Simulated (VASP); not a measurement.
Wanted: the native input for a VASP 6.6.1 run.

| Property | Result |
| --- | --- |
| Task | electric field gradients |
| Functional | LDA |
| Potentials or basis | VASP PAW LDA potentials, release 64 (Mg, S) |
| Cutoff | 520 eV |
| k mesh | 8 × 8 × 8 |
| Occupations | fermi-dirac, width 0.01 eV |
| Spin | no spin polarisation |
| Dipole correction | no |
| Further INCAR settings | ALGO = Normal; EDIFF = 1e-08; NBANDS = 11 |

The structure of MgS lies in POSCAR:

```
MgS
1.0
    0.0000000000      2.6016500000      2.6016500000
    2.6016500000      0.0000000000      2.6016500000
    2.6016500000      2.6016500000      0.0000000000
Mg S
1 1
Direct
    0.0000000000      0.0000000000      0.0000000000
    0.5000000000      0.5000000000      0.5000000000
```

These files were run (other wordings do the same):

INCAR

```
PREC = Accurate ; ENCUT = 520
EDIFF = 1E-8 ; ISMEAR = -1
SIGMA = 0.01 ; LREAL = F
LASPH = T ; NELM = 60
ALGO = Normal ; ISIF = 2
LWAVE = F ; LCHARG = F
GGA = CA ; LEFG = T
NBANDS = 11
```

KPOINTS

```
Automatic mesh
0
Gamma
  8 8 8
```

Potentials or basis: VASP PAW LDA potentials, release 64 (Mg, S).

Launch:

```console
$ cat potpaw_LDA.64/Mg/POTCAR potpaw_LDA.64/S/POTCAR > POTCAR
$ mpirun -np 1 vasp_std > vasp.out
```

Results of the run:

```json
{
  "Pressure": "-3.8 GPa",
  "Band gap on the k mesh": "2.56 eV, indirect (least direct gap 3.49 eV)"
}
```

Caveat: without QUAD_EFG the Cq values of the log hold for a quadrupole moment of 1 mb, not for the nuclei.

Wall time 8.5 s on 1 thread of Intel(R) Xeon(R) Platinum 8559C (Emerald Rapids) (shared host), peak memory 0.14 GiB.
